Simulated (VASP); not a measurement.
Write the native input for VASP 6.6.1 that does the following.

| Property | Result |
| --- | --- |
| Task | single point |
| Functional | PBE |
| Potentials or basis | VASP PAW PBE potentials, release 64 (In_d, Ga_d, As) |
| Cutoff | 520 eV |
| k mesh | 4 × 4 × 2 |
| Occupations | gaussian, width 0.1 eV |
| Spin | no spin polarisation |
| Dipole correction | no |
| Further INCAR settings | ALGO = Normal; EDIFF = 1e-06; NBANDS = 46 |

The structure of InGa3As4 lies in POSCAR:

```
InGa3As4
1.0
    3.9674507800      0.0000000000      0.0000000000
    0.0000000000      3.9674507800      0.0000000000
    0.0000000000      0.0000000000     11.2216454000
In Ga As
1 3 4
Direct
    0.0000000000      0.0000000000      0.0000000000
    0.5000000000      0.5000000000      0.2500000000
    0.0000000000      0.0000000000      0.5000000000
    0.5000000000      0.5000000000      0.7500000000
    0.5000000000      0.0000000000      0.3750000000
    0.0000000000      0.5000000000      0.6250000000
    0.5000000000      0.0000000000      0.8750000000
    0.0000000000      0.5000000000      0.1250000000
```

One way to write it, as run:

INCAR

```
PREC = Accurate ; ENCUT = 520
EDIFF = 1E-6 ; ISMEAR = 0
SIGMA = 0.1 ; LREAL = False
LASPH = True ; NELM = 100
ALGO = Normal ; ISIF = 2
LWAVE = False ; LCHARG = False
GGA = PE ; NBANDS = 46
```

KPOINTS

```
regular mesh
0
Gamma
  4 4 2
```

Potentials or basis: VASP PAW PBE potentials, release 64 (In_d, Ga_d, As).

The run is started by

```bash
$ cat potpaw_PBE.64/In_d/POTCAR potpaw_PBE.64/Ga_d/POTCAR potpaw_PBE.64/As/POTCAR > POTCAR
$ mpirun -np 1 vasp_std > vasp.out
```

Results of the run:

* Pressure: 11.2 GPa
* Largest force: 2.047 eV/Å
* Band gap on the k mesh: 0.71 eV, direct

Caveat: spin-orbit coupling is left out, which moves the levels of the heavy elements; forces of over 1 eV/Å act on the atoms, so gaps and moduli don't describe the material at rest.

Wall time 84 s on 1 thread of Intel(R) Xeon(R) Platinum 8375C CPU @ 2.90GHz (Ice Lake) (shared host), peak memory 0.3 GiB.
